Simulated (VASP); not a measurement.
A run of VASP 6.6.1 is set up as follows.

File INCAR:

```
PREC     = Accurate       # precision mode
ENCUT    = 600            # plane-wave cutoff, eV
EDIFF    = 1E-7           # SCF threshold, eV
ISMEAR   = -1             # smearing method
SIGMA    = 0.05           # smearing width, eV
LREAL    = False          # projectors in reciprocal space
LASPH    = True           # aspherical terms in the spheres
NELM     = 100            # most SCF steps
ALGO     = Normal         # electronic algorithm
ISIF     = 3              # what is computed and relaxed
LWAVE    = False          # write WAVECAR
LCHARG   = False          # write CHGCAR
GGA      = PE             # functional
IVDW     = 13             # dispersion correction
IBRION   = 2              # ionic algorithm
NSW      = 80             # ionic steps
EDIFFG   = -0.005         # ionic threshold
```

The input KPOINTS:

```
Automatic mesh
0
Gamma
  8 8 8
```

Contents of POSCAR:

```
InP
1.0
    0.0000000000      2.9305000000      2.9305000000
    2.9305000000      0.0000000000      2.9305000000
    2.9305000000      2.9305000000      0.0000000000
In P
1 1
Direct
    0.0000000000      0.0000000000      0.0000000000
    0.7500000000      0.7500000000      0.7500000000
```

Potentials or basis: VASP PAW PBE potentials, release 64 (In_d, P).

The run is started by

```console
$ cat potpaw_PBE.64/In_d/POTCAR potpaw_PBE.64/P/POTCAR > POTCAR
$ mpirun -np 1 vasp_std > vasp.out
```

Problem. What does it give for the relaxed cell?

Solution. a = 4.165 Å, b = 4.165 Å, c = 4.165 Å, α = 60.00°, β = 60.00°, γ = 60.00°.

Problem. Predict the relaxed volume.

Solution. 25.55 Å³/atom.

Final structure:
```cif
data_structure
_symmetry_space_group_name_H-M 'P 1'
_symmetry_Int_Tables_number 1
_cell_length_a 4.1652
_cell_length_b 4.1652
_cell_length_c 4.1652
_cell_angle_alpha 60.000
_cell_angle_beta 60.000
_cell_angle_gamma 60.000
_cell_volume 51.10
loop_
_atom_site_label
_atom_site_type_symbol
_atom_site_fract_x
_atom_site_fract_y
_atom_site_fract_z
_atom_site_occupancy
In1 In 0.00000 0.00000 0.00000 1
P1 P 0.75000 0.75000 0.75000 1
```

 Zero-point motion and thermal expansion aren't in these numbers.
